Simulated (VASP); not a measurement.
Input of a VASP 6.6.1 run:

The input INCAR:

```
PREC     = Accurate       # precision mode
ENCUT    = 520            # plane-wave cutoff, eV
EDIFF    = 1E-6           # SCF threshold, eV
ISMEAR   = -1             # smearing method
SIGMA    = 0.05           # smearing width, eV
LREAL    = False          # projectors in reciprocal space
LASPH    = True           # aspherical terms in the spheres
NELM     = 100            # most SCF steps
ALGO     = Normal         # electronic algorithm
ISIF     = 2              # what is computed and relaxed
LWAVE    = False          # write WAVECAR
LCHARG   = False          # write CHGCAR
GGA      = PS             # functional
NBANDS   = 7              # bands
```

KPOINTS

```
Automatic mesh
0
Gamma
  24 24 22
```

File POSCAR:

```
Be
1.0
    1.8135757274      0.0000000000      0.0000000000
   -0.9067878637      1.5706026516      0.0000000000
    0.0000000000      0.0000000000      1.7900441984
Be
1
Direct
    0.0000000000      0.0000000000      0.0000000000
```

Potentials or basis: VASP PAW PBE potentials, release 64 (Be).

Command:

```bash
$ cat potpaw_PBE.64/Be/POTCAR > POTCAR
$ mpirun -np 1 vasp_std > vasp.out
```

(1) Estimate the band gap on the k mesh.

(2) Estimate the pressure.

Answers

(1) zero (bands 1 and 2 overlap by 7.97 eV).

(2) 141.2 GPa.

Caveat: the cell stands under pressure; the PAW data sets were made with another functional, which shifts forces and pressure a little.
